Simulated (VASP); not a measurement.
# Se (P3_121) in VASP: a series of runs

Runs on Se. Level: PBEsol. Tasks: single point, relaxation of cell and atoms.

Everything below comes from runs of VASP 6.6.1. Logs are shortened: lines on timing, memory, paths and dates and some standing lists are left out, and cuts for length are marked.

**1. The cell of the first run**

The structure is trigonal, space group P3_121 (No. 152). Conventional cell: a = 4.038 Å, b = 4.038 Å, c = 5.123 Å, α = 90.00°, β = 90.00°, γ = 120.00°. Within 3.2 Å of Se (site symmetry 2) lie 6 Se at 2.44 to 3.17 Å.

**2. Single point, PBEsol**

File INCAR:

```
SYSTEM = Se
PREC = Accurate ; ENCUT = 520
EDIFF = 1E-6 ; ISMEAR = -1
SIGMA = 0.05 ; LREAL = .False.
LASPH = .True. ; NELM = 100
ALGO = Normal ; ISIF = 2
LWAVE = .False. ; LCHARG = .False.
GGA = PS ; NBANDS = 16
```

File KPOINTS:

```
Automatic mesh
0
Gamma
  8 8 8
  0 0 0
```

File POSCAR:

```
Se
1.0
    4.0376719903      0.0000000000      0.0000000000
   -2.0188359952      3.4967265158      0.0000000000
    0.0000000000      0.0000000000      5.1227042719
Se
3
Direct
    0.2487243637      0.0000000000      0.3333333333
    0.0000000000      0.2487243637      0.6666666667
    0.7512756363      0.7512756363      0.0000000000
```

Potentials or basis: VASP PAW PBE potentials, release 64 (Se).

Run with:

```console
$ cat potpaw_PBE.64/Se/POTCAR > POTCAR
$ mpirun -np 1 vasp_std > vasp.out
```

OUTCAR:

```text
SYSTEM = Se
   PREC = Accurate
   ENCUT = 520
   EDIFF = 1E-6
   ISMEAR = -1
   LREAL = .False.
   LASPH = .True.
   NELM = 100
   ISIF = 2
   GGA = PS

 ion  position               nearest neighbor table
   1  0.249  0.000  0.333-   3 2.44   2 2.44
   2  0.000  0.249  0.667-   3 2.44   1 2.44
   3  0.751  0.751  0.000-   1 2.44   2 2.44

  LATTYP: Found a hexagonal cell.
 ALAT       =     4.0376719903
 C/A-ratio  =     1.2687271983

  Lattice vectors:

 A1 = (   4.0376719903,   0.0000000000,   0.0000000000)
 A2 = (  -2.0188359952,   3.4967265158,   0.0000000000)
 A3 = (   0.0000000000,   0.0000000000,   5.1227042719)

Analysis of symmetry for initial positions (statically):
=====================================================================
 Subroutine PRICEL returns:
 Original cell was already a primitive cell.

 Routine SETGRP: Setting up the symmetry group for a
 hexagonal supercell.

 Subroutine GETGRP returns: Found  6 space group operations
 (whereof  2 operations were pure point group operations)
 out of a pool of 24 trial point group operations.

The static configuration has the point symmetry C_2 .
 The point group associated with its full space group is D_3 .

Analysis of symmetry for dynamics (positions and initial velocities):
=====================================================================
 Subroutine PRICEL returns:
 Original cell was already a primitive cell.

 Routine SETGRP: Setting up the symmetry group for a
 hexagonal supercell.

 Subroutine GETGRP returns: Found  6 space group operations
 (whereof  2 operations were pure point group operations)
 out of a pool of 24 trial point group operations.

The dynamic configuration has the point symmetry C_2 .
 The point group associated with its full space group is D_3 .

 Subroutine INISYM returns: Found  6 space group operations
 (whereof  2 operations are pure point group operations),
 and found     1 'primitive' translations

----------------------------------------------------------------------------------------

                                     Primitive cell

  volume of cell :      72.3256

  direct lattice vectors                    reciprocal lattice vectors
     4.037671990  0.000000000  0.000000000     0.247667468  0.142990880  0.000000000
    -2.018835995  3.496726516  0.000000000     0.000000000  0.285981759  0.000000000
     0.000000000  0.000000000  5.122704272     0.000000000  0.000000000  0.195209395

  length of vectors
     4.037671990  4.037671990  5.122704272     0.285981759  0.285981759  0.195209395

  position of ions in fractional coordinates (direct lattice)
     0.248724364  0.000000000  0.333333333
     1.000000000  0.248724364  0.666666667
     0.751275636  0.751275636  0.000000000

  ion indices of the primitive-cell ions
   primitive index   ion index
                 1           1
                 2           2
                 3           3

----------------------------------------------------------------------------------------

 KPOINTS: Automatic mesh

Automatic generation of k-mesh.
 Grid dimensions read from file:
 generate k-points for:    8    8    8

 Generating k-lattice:

  Cartesian coordinates                     Fractional coordinates (reciprocal lattice)
     0.030958434  0.017873860  0.000000000     0.125000000 -0.000000000  0.000000000
     0.000000000  0.035747720  0.000000000     0.000000000  0.125000000  0.000000000
     0.000000000  0.000000000  0.024401174     0.000000000  0.000000000  0.125000000

  Length of vectors
     0.035747720  0.035747720  0.024401174

  Shift w.r.t. Gamma in fractional coordinates (k-lattice)
     0.000000000  0.000000000  0.000000000

 Subroutine IBZKPT returns following result:
 ===========================================

 Found     65 irreducible k-points:

 Following reciprocal coordinates:
            Coordinates               Weight
  0.000000  0.000000  0.000000      1.000000
  0.125000 -0.000000  0.000000      6.000000
  0.250000 -0.000000  0.000000      6.000000
  0.375000 -0.000000  0.000000      6.000000
  0.500000 -0.000000  0.000000      3.000000
  0.125000  0.125000  0.000000      6.000000
[... 16 lines left out ...]
 -0.125000  0.500000  0.125000     12.000000
  0.250000  0.250000  0.125000     12.000000
 [... further k-points ...]
   k-points           NKPTS =     65   k-points in BZ     NKDIM =     65   number of bands    NBANDS=     16
   number of dos      NEDOS =    301   number of ions     NIONS =      3
   total plane-waves  NPLWV =  36000
   dimension x,y,z NGX =    30 NGY =   30 NGZ =   40
   dimension x,y,z NGXF=    60 NGYF=   60 NGZF=   80
   ions per type =               3
   NGX,Y,Z   is equivalent  to a cutoff of  12.35, 12.35, 12.98 a.u.
   NGXF,Y,Z  is equivalent  to a cutoff of  24.70, 24.70, 25.96 a.u.
 SYSTEM =  Se
   PREC   = accura    normal or accurate (medium, high low for compatibility)
   ISTART =      0    job   : 0-new  1-cont  2-samecut
   ICHARG =      2    charge: 1-file 2-atom 10-const
   ISPIN  =      1    spin polarized calculation?
   LNONCOLLINEAR =      F non collinear calculations
   LSORBIT =      F    spin-orbit coupling
   LASPH  =      T    aspherical Exc in radial PAW
   ENCUT  =  520.0 eV  38.22 Ry    6.18 a.u.   7.51  7.51  9.52*2*pi/ulx,y,z
   NELM   =    100;   NELMIN=  2; NELMDL= -5     # of ELM steps
   EDIFF  = 0.1E-05   stopping-criterion for ELM
   LREAL  =      F    real-space projection
   EDIFFG = 0.1E-04   stopping-criterion for IOM
   NSW    =      0    number of steps for IOM
   IBRION =     -1    ionic relax: 0-MD 1-quasi-New 2-CG
   NFREE  =      0    steps in history (QN), initial steepest desc. (CG)
   ISIF   =      2    stress and relaxation
   ISYM   =      2    0-nonsym 1-usesym 2-fastsym
   POTIM  = 0.5000    time-step for ionic-motion
   TEBEG  =    0.0;   TEEND  =   0.0 temperature during run
   PSTRESS=    0.0 pullay stress
   NELECT =      18.0000    total number of electrons
   NUPDOWN=      -1.0000    fix difference up-down
   EMIN   =  10.00;   EMAX   =-10.00  energy-range for DOS
   EFERMI =   0.00;   METHOD = LEGACY
   ISMEAR =    -1;   SIGMA  =   0.05  broadening in eV -4-tet -1-fermi 0-gaus
   EFERMI_NEDOS =   21; number of points for ismear=-14 and -15
   IALGO  =     38    algorithm
   IMIX   =      4    mixing-type and parameters
     AMIX     =   0.40;   BMIX     =  1.00
     AMIX_MAG =   1.60;   BMIX_MAG =  1.00
  volume/ion in A,a.u.               =      24.11       162.69
  Fermi-wavevector in a.u.,A,eV,Ry     =   1.029758  1.945960 14.427627  1.060401
  Thomas-Fermi vector in A             =   2.163821
   LORBIT       =      0    0 simple, 1 ext, 2 COOP (PROOUT), +10 PAW based schemes
   GGA     = PS    functional components
   LHFCALC =     F    Hartree Fock is set to
   AEXX    =    0.0000 exact exchange contribution
   IVDW    =     0    specifies the selected vdW correction
   LEPSILON=     F    determine dielectric tensor
   LRPA    =     F    only Hartree local field effects (RPA)
 non-spin polarized calculation
  energy-cutoff  :      520.00
  volume of cell :       72.33
 maximum number of plane-waves:      1976
   NGX = 15   NGY = 15   NGZ = 19

 number of electron      18.0000001 magnetization

 Free energy of the ion-electron system (eV)
  ---------------------------------------------------
  ext. energy  EPLUGINS =         0.00000000
  ---------------------------------------------------
  free energy    TOTEN  =       -11.56101050 eV

  energy without entropy =      -11.56099278  energy(sigma->0) =      -11.56100164

 E-fermi :   4.1653     XC(G=0):  -9.6900

 val. band max:        3.8102990645   @ k =   0.3750   0.2500   0.5000
 cond. band min:       4.5229373498   @ k =   0.3750   0.2500   0.5000
 fundamental gap:      0.7126382853
 Fermi energy:         4.1652893930

 k-point     1 :       0.0000    0.0000    0.0000
  band No.  band energies     occupation
      1     -12.3310      2.00000
      2      -8.2242      2.00000
      3      -8.2242      2.00000
      4       0.0558      2.00000
      5       0.2950      2.00000
      6       0.2950      2.00000
[... 8 lines left out ...]
     15      10.5400      0.00000
     16      12.0599      0.00000

 k-point     2 :       0.1250   -0.0000    0.0000
  band No.  band energies     occupation
      1     -12.2240      2.00000
      2      -8.2723      2.00000
      3      -8.1972      2.00000
      4      -0.6900      2.00000
      5      -0.1318      2.00000
      6       0.2562      2.00000
[... 8 lines left out ...]
     15      11.1749      0.00000
     16      11.8992      0.00000

 k-point     3 :       0.2500   -0.0000    0.0000
  band No.  band energies     occupation
      1     -11.9302      2.00000
      2      -8.4548      2.00000
      3      -8.1282      2.00000
      4      -1.5090      2.00000
      5      -0.7185      2.00000
      6      -0.0633      2.00000
[... 8 lines left out ...]
     15      11.9548      0.00000
     16      12.6561      0.00000

 k-point     4 :       0.3750   -0.0000    0.0000
  band No.  band energies     occupation
      1     -11.5572      2.00000
      2      -8.7661      2.00000
      3      -8.0540      2.00000
      4      -1.8335      2.00000
      5      -1.1397      2.00000
      6      -0.2650      2.00000
[... 8 lines left out ...]
     15      13.1387      0.00000
     16      13.9126      0.00000
[... 324 lines left out ...]
 k-point    22 :       0.3750    0.1250    0.1250
  band No.  band energies     occupation
      1     -11.3159      2.00000
      2      -9.0493      2.00000
      3      -8.0041      2.00000
      4      -1.7768      2.00000
      5      -1.4137      2.00000
      6      -0.1119      2.00000
[... 8 lines left out ...]
     15      13.1271      0.00000
     16      13.5981      0.00000

 k-point    23 :      -0.1250    0.5000    0.1250
  band No.  band energies     occupation
      1     -11.3102      2.00000
      2      -9.1135      2.00000
      3      -7.9151      2.00000
      4      -1.9350      2.00000
      5      -1.4883      2.00000
      6      -0.2548      2.00000
[... 8 lines left out ...]
     15      13.2562      0.00000
     16      14.5518      0.00000

 k-point    24 :       0.2500    0.2500    0.1250
  band No.  band energies     occupation
      1     -11.3235      2.00000
      2      -9.0181      2.00000
      3      -8.0205      2.00000
      4      -1.9082      2.00000
      5      -1.3465      2.00000
      6      -0.0136      2.00000
[... 8 lines left out ...]
     15      13.0080      0.00000
     16      13.7535      0.00000

 [... further k-points ...]
[... 5 lines left out ...]
  --------------------------------------------------------------------------------------
  -------------------------------------------------------------------------------------
  Total        0.0587417      0.0587417      0.1128601     -0.0000000     -0.0000000      0.0000000
  in kB        1.3012624      1.3012624      2.5001093     -0.0000000     -0.0000000      0.0000000
  external PRESSURE =       1.7008780 kB  Pullay stress =       0.0000000 kB

 VOLUME and BASIS-vectors are now :
 -----------------------------------------------------------------------------
  energy-cutoff  :      520.00
  volume of cell :       72.33
      direct lattice vectors                 reciprocal lattice vectors
     4.037671990  0.000000000  0.000000000     0.247667468  0.142990880  0.000000000
    -2.018835995  3.496726516  0.000000000     0.000000000  0.285981759  0.000000000
     0.000000000  0.000000000  5.122704272     0.000000000  0.000000000  0.195209395

 POSITION                                       TOTAL-FORCE (eV/Angst)
 -----------------------------------------------------------------------------------
      1.00427      0.00000      1.70757         0.031492     -0.000000     -0.000000
     -0.50213      0.86972      3.41514        -0.015746      0.027273      0.000000
      1.51670      2.62701      0.00000        -0.015746     -0.027273     -0.000000
 -----------------------------------------------------------------------------------
    total drift:                               -0.000001     -0.000001      0.000000

  FREE ENERGIE OF THE ION-ELECTRON SYSTEM (eV)
  ---------------------------------------------------
  free  energy   TOTEN  =       -11.5610105021 eV

  energy  without entropy=      -11.5609927792  energy(sigma->0) =      -11.56100164
```

Wall time 25 s (1 thread of Oxide Virtual Turin-like, shared host); peak memory 0.18 GiB.

What came out:

```yaml
Free_energy: -11.5610 eV
Pressure: 0.2 GPa
Largest_force: 0.031 eV/Å
Band_gap_on_the_k_mesh: 0.71 eV
```

Forces in eV/Å, atoms in the order of the input:
```
Se   0.031  0.000  0.000
Se  -0.016  0.027  0.000
Se  -0.016 -0.027  0.000
```

Stress tensor (GPa, compression positive):
```
0.13 0.00 0.00
0.00 0.13 0.00
0.00 0.00 0.25
```

Caveat: semilocal functionals underestimate gaps, and a narrow one can read as zero; the PAW data sets were made with another functional, which shifts forces and pressure a little. A k mesh can miss the band edges.

**3. Relaxation of cell and atoms, PBEsol**

This run uses another cell than the first one, of 27.26 Å³/atom.

File INCAR:

```
PREC     = Accurate       # precision mode
ENCUT    = 600            # plane-wave cutoff, eV
EDIFF    = 1E-7           # SCF threshold, eV
ISMEAR   = -1             # smearing method
SIGMA    = 0.05           # smearing width, eV
LREAL    = False          # projectors in reciprocal space
LASPH    = True           # aspherical terms in the spheres
NELM     = 80             # most SCF steps
ALGO     = Normal         # electronic algorithm
ISIF     = 3              # what is computed and relaxed
LWAVE    = False          # write WAVECAR
LCHARG   = False          # write CHGCAR
GGA      = PS             # functional
IBRION   = 2              # ionic algorithm
NSW      = 100            # ionic steps
EDIFFG   = -0.002         # ionic threshold
```

File KPOINTS:

```
regular mesh
0
Gamma
  8 8 8
```

File POSCAR:

```
Se
1.0
    4.3662000000      0.0000000000      0.0000000000
   -2.1831000000      3.7812401180      0.0000000000
    0.0000000000      0.0000000000      4.9536000000
Se
3
Direct
    0.2254000000      0.0000000000      0.3333333333
    0.0000000000      0.2254000000      0.6666666667
    0.7746000000      0.7746000000      0.0000000000
```

Potentials or basis: VASP PAW PBE potentials, release 64 (Se).

Run with:

```console
$ cat potpaw_PBE.64/Se/POTCAR > POTCAR
$ mpirun -np 1 vasp_std > vasp.out
```

Run time: 7 min. Hardware: 1 thread of Oxide Virtual Turin-like, shared host; peak memory 0.23 GiB.

Results (log left out):

| Item | Value |
| --- | --- |
| Free energy | -11.5618 eV |
| Relaxed volume | 24.10 Å³/atom |
| Relaxed cell | a = 4.035 Å, b = 4.035 Å, c = 5.129 Å, α = 90.00°, β = 90.00°, γ = 120.00° |
| Space group after relaxing (to 0.1 Å) | P3_121 (No. 152) |
| Energy gained by relaxing | 25.1 meV/atom |
| Ionic steps | 20 |
| Pressure after relaxing | 0.0 GPa |
| Band gap on the k mesh | 0.71 eV |

The path:
```
step  energy change (eV)  largest force (eV/Å)  pressure (GPa)  volume (Å³)
   1              0.0000                0.3326            0.36        81.78
   2             -0.0099                0.0102           -1.32        82.50
   3             -0.0102                0.0364           -1.09        82.40
   4             -0.0237                0.0428           -1.00        80.98
   5             -0.0572                0.0800           -0.41        76.76
   6             -0.0533                0.1899            2.59        68.57
   7             -0.0707                0.1484            0.64        73.21
   8             -0.0711                0.1594            0.98        72.21
   9             -0.0750                0.0148            0.02        71.75
  10             -0.0752                0.0158            0.19        71.84
  11             -0.0752                0.0132            0.18        71.83
  12             -0.0754                0.0064            0.07        72.09
  13             -0.0754                0.0001           -0.03        72.33
  14             -0.0754                0.0008           -0.02        72.30
  15             -0.0754                0.0011           -0.02        72.29
  16             -0.0754                0.0025            0.00        72.29
  17             -0.0754                0.0028            0.01        72.29
  18             -0.0754                0.0038            0.01        72.29
  19             -0.0754                0.0034            0.01        72.29
  20             -0.0754                0.0009            0.00        72.31
```

Final structure:
```
Se
1.0
     4.03463    0.00000    0.00000
    -2.01732    3.49409    0.00000
     0.00000    0.00000    5.12926
Se
3
Direct
  0.24946 0.00000 0.33333
  0.00000 0.24946 0.66667
  0.75054 0.75054 0.00000
```

Levels at points of the mesh, in eV from the valence-band top:
```tsv
k point	band 6	band 7	band 8	band 9	band 10	band 11	band 12	band 13
(0.00, 0.00, 0.00)	-3.50	-1.96	-1.96	-0.62	1.36	1.36	1.97	6.20
(0.50, 0.00, 0.00)	-3.93	-3.73	-1.53	-1.04	1.33	1.57	4.17	4.24
(0.00, 0.00, 0.50)	-3.17	-1.47	-1.41	-1.41	0.81	0.81	0.82	5.43
(0.50, 0.00, 0.50)	-4.34	-2.56	-2.07	-0.16	1.20	2.41	2.91	5.82
```

Caveat: semilocal functionals underestimate gaps, and a narrow one can read as zero; the PAW data sets were made with another functional, which shifts forces and pressure a little. A k mesh can miss the band edges.
